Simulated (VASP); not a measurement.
## NaPt: single point with LDA

The system is NaPt.

```
Na Pt
1.0
     2.80631    0.00000    0.00000
    -1.40315    2.43033    0.00000
     0.00000    0.00000    4.07756
Na Pt
1 1
Direct
  0.66667 0.33333 0.50000
  0.33333 0.66667 0.00000
```

- Program: VASP 6.6.1
- Task: single point
- Functional: LDA
- Potentials or basis: VASP PAW LDA potentials, release 64 (Na_pv, Pt)
- Cutoff: 520 eV
- k mesh: 21 × 21 × 10
- Occupations: gaussian, width 0.15 eV
- Spin: no spin polarisation

```yaml
Pressure: 18.5 GPa
Band_gap_on_the_k_mesh: zero (an odd number of electrons rules out a gap without spin polarisation)
```

Stress tensor (GPa, compression positive):
```
 7.50  0.00  0.00
 0.00  7.50  0.00
 0.00  0.00 40.65
```

Levels at points of the mesh, in eV from the Fermi level:
```tsv
k point	band 7	band 8	band 9	band 10	band 11	band 12
(0.00, 0.00, 0.00)	-3.10	-1.07	-1.07	2.55	7.41	15.30
(0.00, 0.00, 0.50)	-2.74	-2.72	-1.13	-1.13	11.42	15.43
```

It took 89 s on 1 thread of Intel Xeon 8259CL (shared host), peak memory 0.23 GiB.

Caveat: the cell stands under pressure; spin-orbit coupling is left out, which moves the levels of the heavy elements.
